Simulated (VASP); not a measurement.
# SiGe4 in VASP: further runs

SiGe4 is run at these levels: PBE; tasks: single point.

All numbers are computed with VASP 6.6.1; they aren't measurements. Logs are shortened: lines on timing, memory, paths and dates and some standing lists are left out, and cuts for length are marked.

**1. The cell of the first run**

The cell holds a slab with vacuum, 5 atoms: a = 4.074 Å, b = 4.074 Å, c = 19.856 Å, α = 90.00°, β = 90.00°, γ = 90.00°.

**2. Single point, PBE**

INCAR reads:

```
SYSTEM = SiGe4
  ALGO = Normal
  DIPOL = 0.5 0.5 0.350
  EDIFF = 1E-6
  ENCUT = 520
  GGA = PE
  IDIPOL = 3
  ISIF = 2
  ISMEAR = 0
  LASPH = .True.
  LCHARG = .False.
  LDIPOL = .True.
  LREAL = .False.
  LWAVE = .False.
  NBANDS = 38
  NELM = 80
  PREC = Accurate
  SIGMA = 0.1
```

KPOINTS reads:

```
k-points
0
Gamma
  7 7 1
  0 0 0
```

POSCAR reads:

```
SiGe4
1.0
    4.0740542171      0.0000000000      0.0000000000
    0.0000000000      4.0740542171      0.0000000000
    0.0000000000      0.0000000000     19.8557569412
Ge Si
4 1
Direct
    0.0000000000      0.5000000000      0.2014529092
    0.0000000000      0.0000000000      0.2739958843
    0.5000000000      0.0000000000      0.3493666172
    0.5000000000      0.5000000000      0.4208228861
    0.8750000000      0.6250000000      0.5033880409
```

Potentials or basis: VASP PAW PBE potentials, release 64 (Ge_d, Si).

Run with:

```
$ cat potpaw_PBE.64/Ge_d/POTCAR potpaw_PBE.64/Si/POTCAR > POTCAR
$ mpirun -np 1 vasp_std > vasp.out
```

OUTCAR:

```text
SYSTEM = SiGe4
   EDIFF = 1E-6
   ENCUT = 520
   GGA = PE
   ISIF = 2
   ISMEAR = 0
   LASPH = .True.
   LREAL = .False.
   NELM = 80
   PREC = Accurate

 ion  position               nearest neighbor table
   1  0.000  0.500  0.201-   2 2.49   2 2.49
   2  0.000  0.000  0.274-   1 2.49   1 2.49   3 2.53   3 2.53
   3  0.500  0.000  0.349-   4 2.48   4 2.48   2 2.53   2 2.53
   4  0.500  0.500  0.421-   5 2.30   3 2.48   3 2.48
   5  0.875  0.625  0.503-   4 2.30

  LATTYP: Found a simple tetragonal cell.
 ALAT       =     4.0740542171
 C/A-ratio  =     4.8737095490

  Lattice vectors:

 A1 = (   4.0740542171,   0.0000000000,   0.0000000000)
 A2 = (   0.0000000000,   4.0740542171,   0.0000000000)
 A3 = (   0.0000000000,   0.0000000000,  19.8557569412)

Analysis of symmetry for initial positions (statically):
=====================================================================
 Subroutine PRICEL returns:
 Original cell was already a primitive cell.

 Routine SETGRP: Setting up the symmetry group for a
 simple tetragonal supercell.

 Subroutine GETGRP returns: Found  1 space group operations
 (whereof  1 operations were pure point group operations)
 out of a pool of 16 trial point group operations.

The static configuration has the point symmetry C_1 .

Analysis of symmetry for dynamics (positions and initial velocities):
=====================================================================
 Subroutine PRICEL returns:
 Original cell was already a primitive cell.

 Routine SETGRP: Setting up the symmetry group for a
 simple tetragonal supercell.

 Subroutine GETGRP returns: Found  1 space group operations
 (whereof  1 operations were pure point group operations)
 out of a pool of 16 trial point group operations.

The dynamic configuration has the point symmetry C_1 .

 Subroutine INISYM returns: Found  1 space group operations
 (whereof  1 operations are pure point group operations),
 and found     1 'primitive' translations

----------------------------------------------------------------------------------------

                                     Primitive cell

  volume of cell :     329.5642

  direct lattice vectors                    reciprocal lattice vectors
     4.074054217  0.000000000  0.000000000     0.245455742  0.000000000  0.000000000
     0.000000000  4.074054217  0.000000000     0.000000000  0.245455742  0.000000000
     0.000000000  0.000000000 19.855756941     0.000000000  0.000000000  0.050363227

  length of vectors
     4.074054217  4.074054217 19.855756941     0.245455742  0.245455742  0.050363227

  position of ions in fractional coordinates (direct lattice)
     0.000000000  0.500000000  0.201452909
     0.000000000  0.000000000  0.273995884
     0.500000000  0.000000000  0.349366617
     0.500000000  0.500000000  0.420822886
     0.875000000  0.625000000  0.503388041

  ion indices of the primitive-cell ions
   primitive index   ion index
                 1           1
                 2           2
                 3           3
                 4           4
                 5           5

----------------------------------------------------------------------------------------

 KPOINTS: k-points

Automatic generation of k-mesh.
 Grid dimensions read from file:
 generate k-points for:    7    7    1

 Generating k-lattice:

  Cartesian coordinates                     Fractional coordinates (reciprocal lattice)
     0.035065106  0.000000000  0.000000000     0.142857143  0.000000000  0.000000000
     0.000000000  0.035065106  0.000000000     0.000000000  0.142857143  0.000000000
     0.000000000  0.000000000  0.050363227     0.000000000  0.000000000  1.000000000

  Length of vectors
     0.035065106  0.035065106  0.050363227

  Shift w.r.t. Gamma in fractional coordinates (k-lattice)
     0.000000000  0.000000000  0.000000000

 Subroutine IBZKPT returns following result:
 ===========================================

 Found     25 irreducible k-points:

 Following reciprocal coordinates:
            Coordinates               Weight
  0.000000  0.000000  0.000000      1.000000
  0.142857  0.000000  0.000000      2.000000
  0.000000  0.142857  0.000000      2.000000
  0.285714  0.000000  0.000000      2.000000
  0.000000  0.285714  0.000000      2.000000
  0.428571  0.000000  0.000000      2.000000
[... 16 lines left out ...]
  0.285714  0.428571  0.000000      2.000000
  0.428571  0.428571  0.000000      2.000000
   k-points           NKPTS =     25   k-points in BZ     NKDIM =     25   number of bands    NBANDS=     38
   number of dos      NEDOS =    301   number of ions     NIONS =      5
   total plane-waves  NPLWV = 135000
   dimension x,y,z NGX =    30 NGY =   30 NGZ =  150
   dimension x,y,z NGXF=    60 NGYF=   60 NGZF=  300
   ions per type =               4   1
   NGX,Y,Z   is equivalent  to a cutoff of  12.24, 12.24, 12.56 a.u.
   NGXF,Y,Z  is equivalent  to a cutoff of  24.48, 24.48, 25.12 a.u.
 SYSTEM =  SiGe4
   PREC   = accura    normal or accurate (medium, high low for compatibility)
   ISTART =      0    job   : 0-new  1-cont  2-samecut
   ICHARG =      2    charge: 1-file 2-atom 10-const
   ISPIN  =      1    spin polarized calculation?
   LNONCOLLINEAR =      F non collinear calculations
   LSORBIT =      F    spin-orbit coupling
   LASPH  =      T    aspherical Exc in radial PAW
   ENCUT  =  520.0 eV  38.22 Ry    6.18 a.u.   7.58  7.58 36.92*2*pi/ulx,y,z
   NELM   =     80;   NELMIN=  2; NELMDL= -5     # of ELM steps
   EDIFF  = 0.1E-05   stopping-criterion for ELM
   LREAL  =      F    real-space projection
   EDIFFG = 0.1E-04   stopping-criterion for IOM
   NSW    =      0    number of steps for IOM
   IBRION =     -1    ionic relax: 0-MD 1-quasi-New 2-CG
   NFREE  =      0    steps in history (QN), initial steepest desc. (CG)
   ISIF   =      2    stress and relaxation
   ISYM   =      2    0-nonsym 1-usesym 2-fastsym
   POTIM  = 0.5000    time-step for ionic-motion
   TEBEG  =    0.0;   TEEND  =   0.0 temperature during run
   PSTRESS=    0.0 pullay stress
   NELECT =      60.0000    total number of electrons
   NUPDOWN=      -1.0000    fix difference up-down
   EMIN   =  10.00;   EMAX   =-10.00  energy-range for DOS
   EFERMI =   0.00;   METHOD = LEGACY
   ISMEAR =     0;   SIGMA  =   0.10  broadening in eV -4-tet -1-fermi 0-gaus
   EFERMI_NEDOS =   21; number of points for ismear=-14 and -15
   IALGO  =     38    algorithm
   IMIX   =      4    mixing-type and parameters
     AMIX     =   0.40;   BMIX     =  1.00
     AMIX_MAG =   1.60;   BMIX_MAG =  1.00
  volume/ion in A,a.u.               =      65.91       444.80
  Fermi-wavevector in a.u.,A,eV,Ry     =   0.927852  1.753385 11.713375  0.860909
  Thomas-Fermi vector in A             =   2.053966
   LORBIT       =      0    0 simple, 1 ext, 2 COOP (PROOUT), +10 PAW based schemes
   GGA     = PE    functional components
   LHFCALC =     F    Hartree Fock is set to
   AEXX    =    0.0000 exact exchange contribution
   IVDW    =     0    specifies the selected vdW correction
   LEPSILON=     F    determine dielectric tensor
   LRPA    =     F    only Hartree local field effects (RPA)
 non-spin polarized calculation
 Gauss-broadening in eV      SIGMA  =   0.10
  energy-cutoff  :      520.00
  volume of cell :      329.56
 maximum number of plane-waves:      8917
   NGX = 15   NGY = 15   NGZ = 73

 dipolmoment           0.000000      0.000000     -0.000313 electrons x Angstroem

 number of electron      59.9999944 magnetization

 dipolmoment           0.000000      0.000000      0.002246 electrons x Angstroem

 Free energy of the ion-electron system (eV)
  ---------------------------------------------------
  ext. energy  EPLUGINS =         0.00000000
  ---------------------------------------------------
  free energy    TOTEN  =       -19.55655205 eV

  energy without entropy =      -19.52478569  energy(sigma->0) =      -19.54066887

 E-fermi :  -1.6745     XC(G=0):  -4.3787

 val. band max:       -1.6842998909   @ k =  -0.2857   0.1429   0.0000
 cond. band min:      -1.6600168499   @ k =   0.1429   0.1429   0.0000
 fundamental gap:      0.0242830409
 Fermi energy:        -1.6745279125

 k-point     1 :       0.0000    0.0000    0.0000
  band No.  band energies     occupation
      1     -26.0470      2.00000
      2     -26.0255      2.00000
      3     -26.0026      2.00000
      4     -25.9952      2.00000
      5     -25.9590      2.00000
      6     -25.8863      2.00000
[... 30 lines left out ...]
     37       2.7339      0.00000
     38       2.9015      0.00000

 k-point     2 :       0.1429    0.0000    0.0000
  band No.  band energies     occupation
      1     -26.0474      2.00000
      2     -26.0258      2.00000
      3     -26.0008      2.00000
      4     -25.9938      2.00000
      5     -25.9592      2.00000
      6     -25.8854      2.00000
[... 30 lines left out ...]
     37       2.7566      0.00000
     38       2.9828      0.00000

 k-point     3 :       0.0000    0.1429    0.0000
  band No.  band energies     occupation
      1     -26.0488      2.00000
      2     -26.0264      2.00000
      3     -25.9984      2.00000
      4     -25.9961      2.00000
      5     -25.9587      2.00000
      6     -25.8885      2.00000
[... 30 lines left out ...]
     37       2.4021      0.00000
     38       3.0391      0.00000

 k-point     4 :       0.2857    0.0000    0.0000
  band No.  band energies     occupation
      1     -26.0480      2.00000
      2     -26.0227      2.00000
      3     -26.0000      2.00000
      4     -25.9918      2.00000
      5     -25.9598      2.00000
      6     -25.8831      2.00000
[... 30 lines left out ...]
     37       3.2110      0.00000
     38       3.5078      0.00000
[... 703 lines left out ...]
      4     -25.9808      2.00000
      5     -25.9597      2.00000
      6     -25.8888      2.00000
[... 30 lines left out ...]
     37       3.3248      0.00000
     38       3.9658      0.00000

 k-point    23 :       0.2857    0.4286    0.0000
  band No.  band energies     occupation
      1     -26.0403      2.00000
      2     -26.0290      2.00000
      3     -26.0141      2.00000
      4     -25.9793      2.00000
      5     -25.9588      2.00000
      6     -25.8932      2.00000
[... 30 lines left out ...]
     37       3.4916      0.00000
     38       4.0421      0.00000

 k-point    24 :       0.4286    0.4286    0.0000
  band No.  band energies     occupation
      1     -26.0410      2.00000
      2     -26.0250      2.00000
      3     -26.0143      2.00000
      4     -25.9785      2.00000
      5     -25.9595      2.00000
      6     -25.8917      2.00000
[... 30 lines left out ...]
     37       3.3728      0.00000
     38       4.1196      0.00000

 [... further k-points ...]

------------------------ aborting loop because EDIFF is reached ----------------------------------------

 vacuum level on the upper side and lower side of the slab       (xc-potential included)        -0.119        -0.119

  FORCE on cell =-STRESS in cart. coord.  units (eV):
  Direction    XX          YY          ZZ          XY          YZ          ZX
  --------------------------------------------------------------------------------------
  -------------------------------------------------------------------------------------
  Total       -2.9363588     -0.7021572      0.0398901      0.6001483      0.0772216      1.6843560
  in kB      -14.2751159     -3.4135392      0.1939256      2.9176225      0.3754132      8.1885010
  external PRESSURE =      -5.8315765 kB  Pullay stress =       0.0000000 kB

 VOLUME and BASIS-vectors are now :
 -----------------------------------------------------------------------------
  energy-cutoff  :      520.00
  volume of cell :      329.56
      direct lattice vectors                 reciprocal lattice vectors
     4.074054217  0.000000000  0.000000000     0.245455742  0.000000000  0.000000000
     0.000000000  4.074054217  0.000000000     0.000000000  0.245455742  0.000000000
     0.000000000  0.000000000 19.855756941     0.000000000  0.000000000  0.050363227

 POSITION                                       TOTAL-FORCE (eV/Angst)
 -----------------------------------------------------------------------------------
      0.00000      2.03703      4.00000         0.094290     -0.035862     -0.021122
      0.00000      0.00000      5.44040        -0.055074      0.022889      0.110531
      2.03703      0.00000      6.93694        -0.127226      0.115296     -0.220904
      2.03703      2.03703      8.35576        -0.981784     -0.194621      0.139682
      3.56480      2.54628      9.99515         1.069794      0.092298     -0.008186
 -----------------------------------------------------------------------------------
    total drift:                               -0.000058     -0.000030      0.002971

  FREE ENERGIE OF THE ION-ELECTRON SYSTEM (eV)
  ---------------------------------------------------
  free  energy   TOTEN  =       -19.5565520545 eV

  energy  without entropy=      -19.5247856916  energy(sigma->0) =      -19.54066887

 vacuum level on the upper side and lower side of the slab         3.193         3.200
```

It took 11 min on 1 thread of AMD EPYC 7R13, shared host; peak memory 0.48 GiB.

What came out:

```
Free energy            : -19.5566 eV
Largest force          : 1.074 eV/Å
Band gap on the k mesh : zero (bands 30 and 31 overlap by 0.95 eV)
```

Forces in eV/Å, atoms in the order of the input:
```
Ge   0.094 -0.036 -0.021
Ge  -0.055  0.023  0.111
Ge  -0.127  0.115 -0.221
Ge  -0.982 -0.195  0.140
Si   1.070  0.092 -0.008
```

**3. Single point, PBE**

INCAR reads:

```
ALGO = Normal ; DIPOL = 0.5 0.5 0.341
EDIFF = 1E-6 ; ENCUT = 520
GGA = PE ; IDIPOL = 3
ISIF = 2 ; ISMEAR = 0
LASPH = T ; LCHARG = T
LDIPOL = T ; LELF = T
LREAL = F ; LVACPOTAV = T
LVHAR = T ; LWAVE = F
NBANDS = 38 ; NELM = 80
PREC = Accurate ; SIGMA = 0.1
```

KPOINTS reads:

```
k-points
0
Gamma
  7 7 1
```

Changes to POSCAR since step 2:

```diff
@@ -12,2 +12,2 @@
     0.5000000000      0.5000000000      0.4208228861
-    0.8750000000      0.6250000000      0.5033880409
+    0.8750000000      0.8750000000      0.4608304285
```

Potentials or basis: VASP PAW PBE potentials, release 64 (Ge_d, Si).

Run with:

```
$ cat potpaw_PBE.64/Ge_d/POTCAR potpaw_PBE.64/Si/POTCAR > POTCAR
$ mpirun -np 1 vasp_std > vasp.out
```

Run time: 11 min. Hardware: 1 thread of AMD EPYC 7R13, shared host; peak memory 0.48 GiB.

Results (log left out):

| Quantity | Value |
| --- | --- |
| Free energy | -19.8105 eV |
| Largest force | 1.541 eV/Å |
| Band gap on the k mesh | zero (bands 30 and 31 overlap by 0.77 eV) |

Forces in eV/Å, atoms in the order of the input:
```
Ge  -0.132  0.084 -0.013
Ge   0.115 -0.019 -0.157
Ge   0.076  0.485 -0.548
Ge  -1.095 -0.809  0.722
Si   1.036  0.260 -0.004
```

Levels at points of the mesh, in eV from the Fermi level:
| k point | band 27 | band 28 | band 29 | band 30 | band 31 | band 32 | band 33 | band 34 |
| --- | --- | --- | --- | --- | --- | --- | --- | --- |
| (0.00, 0.00, 0.00) | -2.11 | -0.99 | -0.50 | -0.29 | 0.60 | 1.09 | 2.08 | 2.22 |

The gap in the log of VASP goes by the Fermi energy; the results here count the filled bands.